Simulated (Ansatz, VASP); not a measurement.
**Two plane-wave programs on Rb**

```
Rb
1.0
    -2.89018    2.89018    2.80600
     2.89018   -2.89018    2.80600
     2.89018    2.89018   -2.80600
Rb
1
Direct
  0.00000 0.00000 0.00000
```

Change from the starting cell: strain +0.030 along x and y, +0.000 along z, atoms carried along.

Alike in both runs: task single point; functional PBE; k mesh 12 × 12 × 12; occupations gaussian, width 0.15 eV; no spin polarisation.

|  | VASP | Ansatz |
| --- | --- | --- |
| version | VASP 6.6.1 | Ansatz 0.2.0 |
| potentials or method | VASP PAW PBE potentials, release 64 (Rb_sv), cutoff 520 eV | scalar-relativistic, plane waves, PAW |
| valence electrons in the cell | 9 | 9 |

|  | VASP | Ansatz | Ansatz less VASP |
| --- | --- | --- | --- |
| gap on the k mesh at the Fermi level (eV) | none | none | - |
| pressure (GPa) | -0.1 | -0.1 | 0.00 |

A gap of «none» marks a metal or a gap that the smearing closes.
